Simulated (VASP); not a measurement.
Set up this calculation in VASP 6.6.1, as the native input.

| Property | Result |
| --- | --- |
| Task | relaxation of the atoms |
| Functional | LDA |
| Potentials or basis | VASP PAW LDA potentials, release 64 (Al, N) |
| Cutoff | 520 eV |
| k mesh | 8 × 8 × 6 |
| Occupations | gaussian, width 0.01 eV |
| Spin | no spin polarisation |
| Dipole correction | no |
| Further INCAR settings | ALGO = Normal; EDIFF = 1e-06; IBRION = 2; EDIFFG = -0.002; NSW = 50 |

The structure of AlN lies in POSCAR:

```
AlN
1.0
    3.0887730631     -0.0077219327     -0.0077219327
   -1.5510739214      2.6788169055     -0.0028264235
   -0.0123581305     -0.0123581305      4.9432521891
Al N
2 2
Direct
    0.3333333333      0.6666666667     -0.0009923830
    0.6666666667      0.3333333333      0.4990076170
    0.3333333333      0.6666666667      0.3809923830
    0.6666666667      0.3333333333      0.8809923830
```

This cell differs from its parent crystal: equal xy, yz and zx engineering shears of -0.5 %.

One way to write it, as run:

INCAR

```
PREC = Accurate ; ENCUT = 520
EDIFF = 1E-6 ; ISMEAR = 0
SIGMA = 0.01 ; LREAL = False
LASPH = True ; NELM = 60
ALGO = Normal ; ISIF = 2
LWAVE = False ; LCHARG = False
IBRION = 2 ; NSW = 50
EDIFFG = -0.002
```

KPOINTS

```
regular mesh
0
Gamma
  8 8 6
```

Potentials or basis: VASP PAW LDA potentials, release 64 (Al, N).

Run with:

```console
$ cat potpaw_LDA.64/Al/POTCAR potpaw_LDA.64/N/POTCAR > POTCAR
$ mpirun -np 1 vasp_std > vasp.out
```

It gave:

| Quantity | Value |
| --- | --- |
| Energy gained by relaxing | 0.1 meV/atom |
| Ionic steps | 10 |
| Pressure after relaxing | 0.6 GPa |
| Band gap on the k mesh | 4.42 eV |

Caveat: the cell differs from its parent crystal (equal xy, yz and zx engineering shears of -0.5 %).

It took 2.9 min on 1 thread of Oxide Virtual Turin-like Processor (shared host), peak memory 0.17 GiB.
